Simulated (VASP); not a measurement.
The system is SiO2.

```xyz
6
Lattice="-2.3740 2.3740 3.7440 2.3740 -2.3740 3.7440 2.3740 2.3740 -3.7440" Properties=species:S:1:pos:R:3 pbc="T T T"
Si    0.0000    0.0000    0.0000
Si    0.0000    2.3740    1.8720
O     1.1870    2.9599    2.8080
O     0.5858    1.1870    0.9360
O    -1.1870    1.7882    2.8080
O    -0.5858    3.5611    0.9360
```

Base run:

```yaml
Program: VASP 6.6.1
Functional: r2SCAN
Potentials_or_basis: VASP PAW PBE potentials, release 64 (Si, O)
Cutoff: 520 eV
k_mesh: 6 × 6 × 6
Occupations: gaussian, width 0.02 eV
Spin: no spin polarisation
```

Its results: band gap on the k mesh 6.69 eV; pressure -1.1 GPa; largest force 0.187 eV/Å.

Question: After a change of settings the same cell gave: band gap on the k mesh 6.85 eV; pressure -1.1 GPa; largest force 0.187 eV/Å. Which change was it?
A. k mesh from 6 × 6 × 6 to 4 × 4 × 4; further incar settings from ALGO = Normal; EDIFF = 1e-06; NBANDS = 25 to ALGO = Normal; EDIFF = 1e-07; NBANDS = 25
B. k mesh from 6 × 6 × 6 to 8 × 8 × 8
C. k mesh from 6 × 6 × 6, through Γ to 6 × 6 × 6, shifted
D. k mesh from 6 × 6 × 6, through Γ to 4 × 4 × 4, shifted

Answer: C.

Caveats: the PAW data sets were made with another functional, which shifts forces and pressure a little; a shifted mesh leaves out Γ, where band edges can lie (at least some runs).
